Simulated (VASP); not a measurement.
# HPbNO4 (P1) in VASP: a series of runs, part 2 of 2

VASP 6.6.1.

### Step 5. Single point, BLYP

The input, INCAR:

```
PREC     = Accurate       # precision mode
ENCUT    = 520            # plane-wave cutoff, eV
EDIFF    = 1E-7           # SCF threshold, eV
ISMEAR   = -1             # smearing method
SIGMA    = 0.05           # smearing width, eV
LREAL    = False          # projectors in reciprocal space
LASPH    = True           # aspherical terms in the spheres
NELM     = 80             # most SCF steps
ALGO     = Normal         # electronic algorithm
ISIF     = 2              # what is computed and relaxed
LWAVE    = False          # write WAVECAR
LCHARG   = False          # write CHGCAR
GGA      = B5             # functional
ALDAX    = 1.0          
AGGAX    = 1.0          
AGGAC    = 1.0          
ALDAC    = 0.0          
NBANDS   = 31             # bands
```

The input, KPOINTS:

```
regular mesh
0
Gamma
  6 4 4
```

The input, POSCAR:

```
HPbNO4
1.0
    4.2753100000     -0.0004000000      0.0063600000
   -2.0839900000      5.2077500000     -0.0490700000
   -2.1237700000     -1.8657400000      4.9149100000
H Pb N O
1 1 1 4
Direct
    0.9907300000      0.0333000000      0.9099400000
    0.5027400000      0.8198900000      0.1428700000
    0.0083800000      0.4740800000      0.5026500000
    0.9981600000      0.9274100000      0.0287700000
    0.1946700000      0.7343500000      0.6085200000
    0.8167300000      0.3588200000      0.2455600000
    0.0138100000      0.3312100000      0.6521700000
```

Potentials or basis: VASP PAW PBE potentials, release 64 (H, Pb_d, N, O).

Started as:

```bash
$ cat potpaw_PBE.64/H/POTCAR potpaw_PBE.64/Pb_d/POTCAR potpaw_PBE.64/N/POTCAR potpaw_PBE.64/O/POTCAR > POTCAR
$ mpirun -np 1 vasp_std > vasp.out
```

OUTCAR:

```text
PREC = Accurate
   ENCUT = 520
   EDIFF = 1E-7
   ISMEAR = -1
   LREAL = False
   LASPH = True
   NELM = 80
   ISIF = 2
   GGA = B5

 ion  position               nearest neighbor table
   1  0.991  0.033  0.910-   4 0.97
   2  0.503  0.820  0.143-   4 2.34   4 2.34   6 2.66   5 2.68   7 2.89   7 3.02
   3  0.008  0.474  0.503-   7 1.26   5 1.27   6 1.27
   4  0.998  0.927  0.029-   1 0.97   2 2.34   2 2.34
   5  0.195  0.734  0.609-   3 1.27   2 2.68
   6  0.817  0.359  0.246-   3 1.27   2 2.66
   7  0.014  0.331  0.652-   3 1.26   2 2.89   2 3.02

  LATTYP: Found a triclinic cell.
 ALAT       =     8.3024666926
 B/A-ratio  =     0.5149451251
 C/A-ratio  =     0.7116445657
 COS(alpha) =     0.0126066529
 COS(beta)  =     0.3599949201
 COS(gamma) =     0.7788145159

  Lattice vectors:

 A1 = (  -6.4666300000,  -5.2069500000,   0.0363500000)
 A2 = (  -4.2753100000,   0.0004000000,  -0.0063600000)
 A3 = (  -0.0675500000,  -3.3416100000,  -4.8722000000)

Analysis of symmetry for initial positions (statically):
=====================================================================
 Subroutine PRICEL returns:
 Original cell was already a primitive cell.

 Routine SETGRP: Setting up the symmetry group for a
 triclinic supercell.

 Subroutine GETGRP returns: Found  1 space group operations
 (whereof  1 operations were pure point group operations)
 out of a pool of  2 trial point group operations.

The static configuration has the point symmetry C_1 .

Analysis of symmetry for dynamics (positions and initial velocities):
=====================================================================
 Subroutine PRICEL returns:
 Original cell was already a primitive cell.

 Routine SETGRP: Setting up the symmetry group for a
 triclinic supercell.

 Subroutine GETGRP returns: Found  1 space group operations
 (whereof  1 operations were pure point group operations)
 out of a pool of  2 trial point group operations.

The dynamic configuration has the point symmetry C_1 .

 Subroutine INISYM returns: Found  1 space group operations
 (whereof  1 operations are pure point group operations),
 and found     1 'primitive' translations

----------------------------------------------------------------------------------------

                                     Primitive cell

  volume of cell :     109.1287

  direct lattice vectors                    reciprocal lattice vectors
     4.275310000 -0.000400000  0.006360000     0.233706268  0.094813123  0.136978092
    -2.083990000  5.207750000 -0.049070000    -0.000090720  0.192674001  0.073101424
    -2.123770000 -1.865740000  4.914910000    -0.000303327  0.001800949  0.204015110

  length of vectors
     4.275314749  5.609463633  5.669896390     0.287003738  0.206075465  0.204023285

  position of ions in fractional coordinates (direct lattice)
     0.990730000  0.033300000  0.909940000
     0.502740000  0.819890000  0.142870000
     0.008380000  0.474080000  0.502650000
     0.998160000  0.927410000  0.028770000
[... 37 lines left out ...]

 Found     52 irreducible k-points:

 Following reciprocal coordinates:
            Coordinates               Weight
  0.000000  0.000000  0.000000      1.000000
  0.166667 -0.000000  0.000000      2.000000
  0.333333 -0.000000  0.000000      2.000000
  0.500000 -0.000000 -0.000000      1.000000
 -0.000000  0.250000  0.000000      2.000000
  0.166667  0.250000  0.000000      2.000000
[... 16 lines left out ...]
  0.333333  0.250000  0.250000      2.000000
  0.500000  0.250000  0.250000      2.000000
 [... further k-points ...]
   k-points           NKPTS =     52   k-points in BZ     NKDIM =     52   number of bands    NBANDS=     31
   number of dos      NEDOS =    301   number of ions     NIONS =      7
   total plane-waves  NPLWV =  56448
   dimension x,y,z NGX =    32 NGY =   42 NGZ =   42
   dimension x,y,z NGXF=    64 NGYF=   84 NGZF=   84
   ions per type =               1   1   1   4
   NGX,Y,Z   is equivalent  to a cutoff of  12.44, 12.45, 12.31 a.u.
   NGXF,Y,Z  is equivalent  to a cutoff of  24.89, 24.89, 24.63 a.u.
 SYSTEM =  unknown system
   PREC   = accura    normal or accurate (medium, high low for compatibility)
   ISTART =      0    job   : 0-new  1-cont  2-samecut
   ICHARG =      2    charge: 1-file 2-atom 10-const
   ISPIN  =      1    spin polarized calculation?
   LNONCOLLINEAR =      F non collinear calculations
   LSORBIT =      F    spin-orbit coupling
   LASPH  =      T    aspherical Exc in radial PAW
   ENCUT  =  520.0 eV  38.22 Ry    6.18 a.u.   7.95 10.43 10.54*2*pi/ulx,y,z
   NELM   =     80;   NELMIN=  2; NELMDL= -5     # of ELM steps
   EDIFF  = 0.1E-06   stopping-criterion for ELM
   LREAL  =      F    real-space projection
   EDIFFG = 0.1E-05   stopping-criterion for IOM
   NSW    =      0    number of steps for IOM
   IBRION =     -1    ionic relax: 0-MD 1-quasi-New 2-CG
   NFREE  =      0    steps in history (QN), initial steepest desc. (CG)
   ISIF   =      2    stress and relaxation
   ISYM   =      2    0-nonsym 1-usesym 2-fastsym
   POTIM  = 0.5000    time-step for ionic-motion
   TEBEG  =    0.0;   TEEND  =   0.0 temperature during run
   PSTRESS=    0.0 pullay stress
   NELECT =      44.0000    total number of electrons
   NUPDOWN=      -1.0000    fix difference up-down
   EMIN   =  10.00;   EMAX   =-10.00  energy-range for DOS
   EFERMI =   0.00;   METHOD = LEGACY
   ISMEAR =    -1;   SIGMA  =   0.05  broadening in eV -4-tet -1-fermi 0-gaus
   EFERMI_NEDOS =   21; number of points for ismear=-14 and -15
   IALGO  =     38    algorithm
   IMIX   =      4    mixing-type and parameters
     AMIX     =   0.40;   BMIX     =  1.00
     AMIX_MAG =   1.60;   BMIX_MAG =  1.00
  volume/ion in A,a.u.               =      15.59       105.21
  Fermi-wavevector in a.u.,A,eV,Ry     =   1.209426  2.285484 19.901399  1.462712
  Thomas-Fermi vector in A             =   2.345004
   LORBIT       =      0    0 simple, 1 ext, 2 COOP (PROOUT), +10 PAW based schemes
   GGA     = B5    functional components
   LHFCALC =     F    Hartree Fock is set to
   AEXX    =    0.0000 exact exchange contribution
   IVDW    =     0    specifies the selected vdW correction
   LEPSILON=     F    determine dielectric tensor
   LRPA    =     F    only Hartree local field effects (RPA)
 non-spin polarized calculation
  energy-cutoff  :      520.00
  volume of cell :      109.13
 maximum number of plane-waves:      2952
   NGX = 15   NGY = 21   NGZ = 21

 number of electron      44.0000003 magnetization

 Free energy of the ion-electron system (eV)
  ---------------------------------------------------
  ext. energy  EPLUGINS =         0.00000000
  ---------------------------------------------------
  free energy    TOTEN  =       -38.16006443 eV

  energy without entropy =      -38.16006443  energy(sigma->0) =      -38.16006443

 E-fermi :   1.6643     XC(G=0):  -8.0092

 val. band max:        0.5669574293   @ k =   0.5000  -0.0000  -0.0000
 cond. band min:       3.3627773077   @ k =   0.3333   0.2500   0.5000
 fundamental gap:      2.7958198784
 Fermi energy:         1.6642808499

 k-point     1 :       0.0000    0.0000    0.0000
  band No.  band energies     occupation
      1     -25.3587      2.00000
      2     -19.9017      2.00000
      3     -19.8811      2.00000
      4     -17.0486      2.00000
      5     -14.5969      2.00000
      6     -14.5947      2.00000
[... 805 lines left out ...]
     30      10.7488      0.00000
     31      12.4032      0.00000

 [... further k-points ...]

------------------------ aborting loop because EDIFF is reached ----------------------------------------

  FORCE on cell =-STRESS in cart. coord.  units (eV):
  Direction    XX          YY          ZZ          XY          YZ          ZX
  --------------------------------------------------------------------------------------
  -------------------------------------------------------------------------------------
  Total        0.9953675      2.4011225      2.4711462      0.0260569     -0.0137093      0.0488641
  in kB       14.6135219     35.2521624     36.2802176      0.3825552     -0.2012737      0.7174002
  external PRESSURE =      28.7153006 kB  Pullay stress =       0.0000000 kB

 VOLUME and BASIS-vectors are now :
 -----------------------------------------------------------------------------
  energy-cutoff  :      520.00
  volume of cell :      109.13
      direct lattice vectors                 reciprocal lattice vectors
     4.275310000 -0.000400000  0.006360000     0.233706268  0.094813123  0.136978092
    -2.083990000  5.207750000 -0.049070000    -0.000090720  0.192674001  0.073101424
    -2.123770000 -1.865740000  4.914910000    -0.000303327  0.001800949  0.204015110

 POSITION                                       TOTAL-FORCE (eV/Angst)
 -----------------------------------------------------------------------------------
      2.23378     -1.52469      4.47694         0.000483      0.113170     -0.081159
      0.13730      4.00302      0.66516        -0.002390     -0.199370      0.158124
     -2.01966      1.53107      2.44727        -0.001410      0.037219     -0.043453
      2.27363      4.77564      0.10224         0.001409      0.031495     -0.023532
     -1.99046      2.68889      2.95602         0.021801      0.790914      0.307864
      2.22248      1.41017      1.19449        -0.022869     -0.043816     -0.839487
     -2.01626      0.50807      3.18919         0.002976     -0.729612      0.521643
 -----------------------------------------------------------------------------------
    total drift:                                0.000088      0.000312     -0.000389

  FREE ENERGIE OF THE ION-ELECTRON SYSTEM (eV)
  ---------------------------------------------------
  free  energy   TOTEN  =       -38.1600644346 eV

  energy  without entropy=      -38.1600644345  energy(sigma->0) =      -38.16006443
```

Wall time 2.9 min (1 thread of Intel Xeon Platinum 8259CL at 2.50GHz (Skylake/Cascade Lake), shared host); peak memory 0.33 GiB.

Results:

```
Free energy            : -38.1601 eV
Pressure               : 2.9 GPa
Largest force          : 0.897 eV/Å
Band gap on the k mesh : 2.80 eV (least direct gap 3.09 eV)
```

Forces in eV/Å, atoms in the order of the input:
```
H    0.000  0.113 -0.081
Pb  -0.002 -0.199  0.158
N   -0.001  0.037 -0.043
O    0.001  0.031 -0.024
O    0.022  0.791  0.308
O   -0.023 -0.044 -0.839
O    0.003 -0.730  0.522
```

Caveat: the PAW data sets were made with another functional, which shifts forces and pressure a little; spin-orbit coupling is left out, which moves the levels of the heavy elements. A k mesh can miss the band edges.

### Step 6. The runs side by side

```csv
level,potentials or basis,spin,k mesh,cutoff (eV),gap on the mesh (eV),pressure (GPa),largest force (eV/Å)
LDA,"VASP PAW LDA potentials, release 64 (H, Pb_d, N, O)",off,6 × 4 × 4,520,2.77,-4.4,0.63
PBE,"VASP PAW PBE potentials, release 64 (H, Pb_d, N, O)","non-collinear, zero start, SOC",5 × 4 × 4,600,-,0.4,0.38
revPBE,"VASP PAW PBE potentials, release 64 (H, Pb_d, N, O)",off,6 × 4 × 4,520,2.88,2.5,0.60
BLYP,"VASP PAW PBE potentials, release 64 (H, Pb_d, N, O)",off,6 × 4 × 4,520,2.80,2.9,0.90
```

Alike in all rows: task single point; cell as given; smearing fermi-dirac 0.05 eV.

Caveats: spin-orbit coupling is left out, which moves the levels of the heavy elements (at least some runs); the PAW data sets were made with another functional, which shifts forces and pressure a little (at least some runs); the cell stands under tension (at least some runs).

Total energies depend on the potentials used, so only differences within one code and one set of settings carry meaning.
